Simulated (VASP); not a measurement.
A run of VASP 6.6.1 is set up as follows.

INCAR

```
PREC = Accurate
ENCUT = 520
EDIFF = 1E-6
ISMEAR = 0
SIGMA = 0.1
LREAL = False
LASPH = True
NELM = 100
ALGO = Fast
ISIF = 2
LWAVE = False
LCHARG = True
LELF = True
LVHAR = True
NBANDS = 32
```

KPOINTS

```
regular mesh
0
Gamma
  12 12 12
```

POSCAR

```
YSi2Ru2
1.0
   -2.0551774551      2.0551774551      4.7151185218
    2.0551774551     -2.0551774551      4.7151185218
    2.0551774551      2.0551774551     -4.7151185218
Y Si Ru
1 2 2
Direct
    0.0000000000      0.0000000000      0.0000000000
    0.3686211771      0.3686211771      0.0000000000
    0.6313788229      0.6313788229      0.0000000000
    0.7500000000      0.2500000000      0.5000000000
    0.2500000000      0.7500000000      0.5000000000
```

Potentials or basis: VASP PAW LDA potentials, release 64 (Y_sv, Si, Ru_pv).

Launch:

```bash
$ cat potpaw_LDA.64/Y_sv/POTCAR potpaw_LDA.64/Si/POTCAR potpaw_LDA.64/Ru_pv/POTCAR > POTCAR
$ mpirun -np 1 vasp_std > vasp.out
```

Question: Estimate the largest force.

Answer: 0.057 eV/Å.

Question: Predict the pressure.

Answer: 0.4 GPa.

Question: Estimate the band gap on the k mesh.

Answer: Zero (an odd number of electrons rules out a gap without spin polarisation).

Forces in eV/Å, atoms in the order of the input:
```
Y    0.000  0.000  0.000
Si   0.000  0.000  0.057
Si   0.000  0.000 -0.057
Ru   0.000  0.000  0.000
Ru   0.000  0.000  0.000
```
